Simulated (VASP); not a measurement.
# LiNbO3 (R3c) in VASP: notebook, part 2 of 3

VASP 6.6.1. The steps go on from the part before.

## Step 3: Single point, PBE

This run uses another cell than the first one, of 10.90 Å³/atom.

INCAR

```
SYSTEM = LiNbO3
ALGO     = Normal         ! electronic algorithm
EDIFF    = 1E-6           ! SCF threshold, eV
ENCUT    = 520            ! plane-wave cutoff, eV
GGA      = PE             ! functional
ISIF     = 2              ! what is computed and relaxed
ISMEAR   = 0              ! smearing method
LASPH    = .True.         ! aspherical terms in the spheres
LCHARG   = .False.        ! write CHGCAR
LREAL    = .False.        ! projectors in reciprocal space
LWAVE    = .False.        ! write WAVECAR
NBANDS   = 45             ! bands
NELM     = 60             ! most SCF steps
PREC     = Accurate       ! precision mode
SIGMA    = 0.02           ! smearing width, eV
```

KPOINTS

```
k-points
0
Gamma
  6 6 6
  0 0 0
```

POSCAR

```
LiNbO3
1.0
    2.5947508868      1.4980801230      4.6714923090
   -2.5947508868      1.4980801230      4.6714923090
    0.0000000000     -2.9961602459      4.6714923090
Li Nb O
2 2 6
Direct
    0.2816005624      0.2816005624      0.2816005624
    0.7816005624      0.7816005624      0.7816005624
    0.0004548791      0.0004548791      0.0004548791
    0.5004548791      0.5004548791      0.5004548791
    0.1104435924      0.3581703165      0.7211456496
    0.7211456496      0.1104435924      0.3581703165
    0.3581703165      0.7211456496      0.1104435924
    0.2211456496      0.8581703165      0.6104435924
    0.8581703165      0.6104435924      0.2211456496
    0.6104435924      0.2211456496      0.8581703165
```

Potentials or basis: VASP PAW PBE potentials, release 64 (Li_sv, Nb_sv, O).

Command:

```sh
> cat potpaw_PBE.64/Li_sv/POTCAR potpaw_PBE.64/Nb_sv/POTCAR potpaw_PBE.64/O/POTCAR > POTCAR
> mpirun -np 1 vasp_std > vasp.out
```

OUTCAR:

```text
SYSTEM = LiNbO3
   EDIFF = 1E-6
   ENCUT = 520
   GGA = PE
   ISIF = 2
   ISMEAR = 0
   LASPH = .True.
   LREAL = .False.
   NELM = 60
   PREC = Accurate

 ion  position               nearest neighbor table
   1  0.282  0.282  0.282-  10 2.08   8 2.08   9 2.08   5 2.27   6 2.27   7 2.27
   2  0.782  0.782  0.782-   6 2.08   7 2.08   5 2.08   9 2.27  10 2.27   8 2.27
   3  0.000  0.000  0.000-   6 1.88   5 1.88   7 1.88   8 2.16  10 2.16   9 2.16
   4  0.500  0.500  0.500-  10 1.88   9 1.88   8 1.88   7 2.16   6 2.16   5 2.16
   5  0.110  0.358  0.721-   3 1.88   2 2.08   4 2.16   1 2.27
   6  0.721  0.110  0.358-   3 1.88   2 2.08   4 2.16   1 2.27
   7  0.358  0.721  0.110-   3 1.88   2 2.08   4 2.16   1 2.27
   8  0.221  0.858  0.610-   4 1.88   1 2.08   3 2.16   2 2.27
   9  0.858  0.610  0.221-   4 1.88   1 2.08   3 2.16   2 2.27
  10  0.610  0.221  0.858-   4 1.88   1 2.08   3 2.16   2 2.27

  LATTYP: Found a trigonal (rhomboedric) cell.
 ALAT       =     5.5497582481
 COS(alpha) =     0.5628069966

  Lattice vectors:

 A1 = (   2.5947508868,   1.4980801230,   4.6714923090)
 A2 = (  -2.5947508868,   1.4980801230,   4.6714923090)
[... 198 lines left out ...]
 cond. band min:       6.8793809941   @ k =   0.5000   0.3333   0.0000
 fundamental gap:      3.5556813399
 Fermi energy:         3.6107562718

 k-point     1 :       0.0000    0.0000    0.0000
  band No.  band energies     occupation
      1     -50.9119      2.00000
      2     -50.8986      2.00000
      3     -39.3406      2.00000
      4     -39.3383      2.00000
      5     -27.1848      2.00000
      6     -27.1848      2.00000
[... 1141 lines left out ...]
     44      12.6557      0.00000
     45      13.6024      0.00000

 [... further k-points ...]
[... 5 lines left out ...]
  --------------------------------------------------------------------------------------
  -------------------------------------------------------------------------------------
  Total       -0.2169503     -0.2169503     -0.2103138      0.0000000     -0.0000000      0.0000000
  in kB       -3.1903124     -3.1903124     -3.0927217      0.0000000     -0.0000000      0.0000000
  external PRESSURE =      -3.1577821 kB  Pullay stress =       0.0000000 kB

 VOLUME and BASIS-vectors are now :
 -----------------------------------------------------------------------------
  energy-cutoff  :      520.00
  volume of cell :      108.95
      direct lattice vectors                 reciprocal lattice vectors
     2.594750887  1.498080123  4.671492309     0.192696726  0.111253506  0.071354786
    -2.594750887  1.498080123  4.671492309    -0.192696726  0.111253506  0.071354786
     0.000000000 -2.996160246  4.671492309     0.000000000 -0.222507013  0.071354786

 POSITION                                       TOTAL-FORCE (eV/Angst)
 -----------------------------------------------------------------------------------
      0.00000      0.00000      3.94648         0.000000      0.000000      0.003963
      0.00000      0.00000     10.95372         0.000000      0.000000      0.003963
      0.00000      0.00000      0.00637         0.000000     -0.000000     -0.023540
      0.00000      0.00000      7.01361         0.000000     -0.000000     -0.023540
     -0.64279     -1.45865      5.55795         0.010939      0.000776      0.006526
      1.58462      0.17265      5.55795        -0.006142      0.009086      0.006526
     -0.94183      1.28600      5.55795        -0.004797     -0.009862      0.006526
     -1.65292     -0.21209      7.89370         0.004797     -0.009862      0.006526
      0.64279      1.53751      7.89370        -0.010939      0.000776      0.006526
      1.01013     -1.32543      7.89370         0.006142      0.009086      0.006526
 -----------------------------------------------------------------------------------
    total drift:                               -0.000000     -0.000001     -0.000736

  FREE ENERGIE OF THE ION-ELECTRON SYSTEM (eV)
  ---------------------------------------------------
  free  energy   TOTEN  =       -80.0421120968 eV

  energy  without entropy=      -80.0421120968  energy(sigma->0) =      -80.04211210
```

OSZICAR:

```text
N       E                     dE             d eps       ncg     rms          rms(c)
DAV:   1     0.722068803135E+03    0.72207E+03   -0.36654E+04  2880   0.159E+03
DAV:   2    -0.313333243581E+02   -0.75340E+03   -0.72874E+03  3664   0.541E+02
DAV:   3    -0.923895177750E+02   -0.61056E+02   -0.60503E+02  4184   0.143E+02
DAV:   4    -0.978712177291E+02   -0.54817E+01   -0.54660E+01  5176   0.393E+01
DAV:   5    -0.981389768377E+02   -0.26776E+00   -0.26765E+00  4363   0.615E+00    0.271E+01
DAV:   6    -0.801652079512E+02    0.17974E+02   -0.78359E+01  4120   0.534E+01    0.948E+00
DAV:   7    -0.800346408659E+02    0.13057E+00   -0.81241E+00  4432   0.163E+01    0.540E+00
DAV:   8    -0.800465140252E+02   -0.11873E-01   -0.94518E-01  4728   0.668E+00    0.189E+00
DAV:   9    -0.800369021925E+02    0.96118E-02   -0.15599E-01  4028   0.304E+00    0.985E-01
DAV:  10    -0.800421260006E+02   -0.52238E-02   -0.38502E-02  3904   0.144E+00    0.166E-01
DAV:  11    -0.800419796149E+02    0.14639E-03   -0.31423E-03  4350   0.366E-01    0.430E-02
DAV:  12    -0.800421153140E+02   -0.13570E-03   -0.36386E-04  4144   0.127E-01    0.230E-02
DAV:  13    -0.800421137768E+02    0.15372E-05   -0.96248E-05  4855   0.629E-02    0.196E-02
DAV:  14    -0.800421135027E+02    0.27406E-06   -0.17843E-05  4128   0.355E-02    0.715E-03
DAV:  15    -0.800421120828E+02    0.14199E-05   -0.21548E-06  2520   0.139E-02    0.260E-03
DAV:  16    -0.800421120968E+02   -0.14033E-07   -0.50429E-07  1915   0.633E-03
   1 F= -.80042112E+02 E0= -.80042112E+02  d E =-.716661E-93
```

Run time: 2.1 min. Hardware: 1 thread of Intel Xeon 6975P-C (Granite Rapids), shared host; peak memory 0.31 GiB.

Results:

```yaml
Free_energy: -80.0421 eV
Largest_force: 0.024 eV/Å
Band_gap_on_the_k_mesh: 3.56 eV (least direct gap 3.57 eV)
```

Forces on the atoms (eV/Å):
```
Li   0.000  0.000  0.004
Li   0.000  0.000  0.004
Nb   0.000  0.000 -0.024
Nb   0.000  0.000 -0.024
O    0.011  0.001  0.007
O   -0.006  0.009  0.007
O   -0.005 -0.010  0.007
O    0.005 -0.010  0.007
O   -0.011  0.001  0.007
O    0.006  0.009  0.007
```

Levels at points of the mesh, in eV from the valence-band top:
| k point | band 31 | band 32 | band 33 | band 34 | band 35 | band 36 | band 37 | band 38 |
| --- | --- | --- | --- | --- | --- | --- | --- | --- |
| (0.00, 0.00, 0.00) | -0.70 | -0.50 | 0.00 | 0.00 | 3.57 | 3.57 | 4.03 | 5.07 |
| (0.50, 0.00, 0.00) | -0.30 | -0.30 | -0.22 | -0.22 | 3.83 | 3.83 | 4.63 | 4.63 |
| (0.50, 0.50, 0.00) | -0.68 | -0.67 | -0.50 | -0.19 | 3.65 | 4.09 | 4.53 | 4.58 |
| (0.50, 0.50, 0.50) | -0.31 | -0.31 | -0.31 | -0.31 | 4.55 | 4.55 | 4.75 | 4.75 |

Caveat: the cutoff is under 1.25 times the usual one of these potentials, so pressure, stress and relaxed cells hold a basis-set (Pulay) error.

## Step 4: Relaxation of cell and atoms, PBE

INCAR

```
ALGO = Normal
EDIFF = 1E-6
EDIFFG = -0.005
ENCUT = 600
GGA = PE
IBRION = 2
ISIF = 3
ISMEAR = 0
LASPH = True
LCHARG = False
LREAL = False
LWAVE = False
NELM = 100
NSW = 100
PREC = Accurate
SIGMA = 0.02
```

KPOINTS

```
k-points
0
Gamma
  6 6 6
```

POSCAR

```
LiNbO3
1.0
    2.5758000000      1.4871388234      4.6230000000
   -2.5758000000      1.4871388234      4.6230000000
    0.0000000000     -2.9742776468      4.6230000000
Li Nb O
2 2 6
Direct
    0.2815000000      0.2815000000      0.2815000000
    0.7815000000      0.7815000000      0.7815000000
    0.0000550000      0.0000550000      0.0000550000
    0.5000550000      0.5000550000      0.5000550000
    0.1123100000      0.3583600000      0.7195900000
    0.7195900000      0.1123100000      0.3583600000
    0.3583600000      0.7195900000      0.1123100000
    0.2195900000      0.8583600000      0.6123100000
    0.8583600000      0.6123100000      0.2195900000
    0.6123100000      0.2195900000      0.8583600000
```

Command:

```sh
> cat potpaw_PBE.64/Li_sv/POTCAR potpaw_PBE.64/Nb_sv/POTCAR potpaw_PBE.64/O/POTCAR > POTCAR
> mpirun -np 1 vasp_std > vasp.out
```

Run time: 8.7 min. Hardware: 1 thread of Intel Xeon 6975P-C (Granite Rapids), shared host; peak memory 0.42 GiB.

Results (log left out):

| Property | Result |
| --- | --- |
| Free energy | -80.0499 eV |
| Relaxed volume | 10.86 Å³/atom |
| Relaxed cell | a = 5.543 Å, b = 5.543 Å, c = 5.543 Å, α = 55.76°, β = 55.76°, γ = 55.76° |
| Space group after relaxing (to 0.1 Å) | R3c (No. 161) |
| Energy gained by relaxing | 2.9 meV/atom |
| Ionic steps | 8 |
| Pressure after relaxing | -0.1 GPa |
| Largest force after relaxing | 0.003 eV/Å |
| Band gap on the k mesh | 3.54 eV (least direct gap 3.56 eV) |

Forces in eV/Å, atoms in the order of the input:
```
Li   0.000  0.000  0.002
Li   0.000  0.000  0.002
Nb   0.000  0.000  0.002
Nb   0.000  0.000  0.002
O   -0.002 -0.001 -0.001
O    0.002 -0.001 -0.001
O    0.000  0.003 -0.001
O    0.000  0.003 -0.001
O    0.002 -0.001 -0.001
O   -0.002 -0.001 -0.001
```

Step by step:
```csv
step,energy change (eV),largest force (eV/Å),pressure (GPa),volume (Å³)
1,0.0000,0.1954,4.05,106.25
2,0.0207,0.4659,-4.73,110.43
3,-0.0239,0.1364,0.15,107.99
4,-0.0280,0.0448,0.03,108.37
5,-0.0285,0.0151,0.02,108.54
6,-0.0285,0.0178,-0.01,108.56
7,-0.0285,0.0083,-0.03,108.56
8,-0.0286,0.0030,-0.05,108.56
```

Final structure:
```xyz
10
Lattice="2.5917 1.4963 4.6654 -2.5917 1.4963 4.6654 0.0000 -2.9927 4.6654" Properties=species:S:1:pos:R:3 pbc="T T T"
Li    0.0000    0.0000    3.9409
Li    0.0000    0.0000   10.9391
Nb    0.0000    0.0000    0.0032
Nb    0.0000    0.0000    7.0014
O    -0.6425   -1.4561    5.5519
O     1.5823    0.1716    5.5519
O    -0.9397    1.2845    5.5519
O    -1.6520   -0.2119    7.8847
O     0.6425    1.5366    7.8847
O     1.0095   -1.3247    7.8847
```

Levels at points of the mesh, in eV from the valence-band top:
```
           k point  band 31  band 32  band 33  band 34  band 35  band 36  band 37  band 38
(0.00, 0.00, 0.00)    -0.69    -0.50     0.00     0.00     3.55     3.55     4.01     5.07
(0.50, 0.00, 0.00)    -0.30    -0.30    -0.22    -0.22     3.83     3.83     4.64     4.64
(0.50, 0.50, 0.00)    -0.69    -0.67    -0.50    -0.19     3.63     4.08     4.53     4.57
(0.50, 0.50, 0.50)    -0.31    -0.31    -0.31    -0.31     4.55     4.55     4.76     4.76
```

Caveat: the cutoff is under 1.25 times the usual one of these potentials, so pressure, stress and relaxed cells hold a basis-set (Pulay) error.

(Continued in part 3 of 3.)
